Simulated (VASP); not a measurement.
A run of VASP 6.6.1:

INCAR

```
PREC = Accurate
ENCUT = 520
EDIFF = 1E-6
ISMEAR = 0
SIGMA = 0.05
LREAL = False
LASPH = True
NELM = 100
ALGO = Normal
ISIF = 2
LWAVE = False
LCHARG = False
GGA = PE
NBANDS = 26
```

Contents of KPOINTS:

```
Automatic mesh
0
Gamma
  8 8 8
```

File POSCAR:

```
AlN
1.0
   -3.1302395627      0.0000000000      0.0000000000
    0.0000000000      5.4217339625      0.0000000000
    1.5651197814     -2.7108669813     -5.0179796546
Al N
4 4
Direct
    0.9994190881      0.3294923026      0.9988381762
    0.4988521944      0.8354456466      0.9977043888
    0.2500621487      0.9166780710      0.5001242975
    0.7482091338      0.4149265448      0.4964182675
    0.7987578394      0.1330405976      0.5975156789
    0.3179708781      0.6503547866      0.6359417561
    0.0583643588      0.7596140576      0.1167287175
    0.5583643588      0.1904479932      0.1167287175
```

Potentials or basis: VASP PAW PBE potentials, release 64 (Al, N).

The run is started by

```bash
$ cat potpaw_PBE.64/Al/POTCAR potpaw_PBE.64/N/POTCAR > POTCAR
$ mpirun -np 1 vasp_std > vasp.out
```

Hardware: 1 thread of AMD EPYC 9R45 96-Core Processor (Zen 5), with other jobs on the host.

Q: How long does it take, and how much memory?

A: Run time: 2.1 min on 1 thread of AMD EPYC 9R45 96-Core Processor (Zen 5), with other jobs on the host, peak memory 0.34 GiB. Counts: scf iterations 14, k points 150.
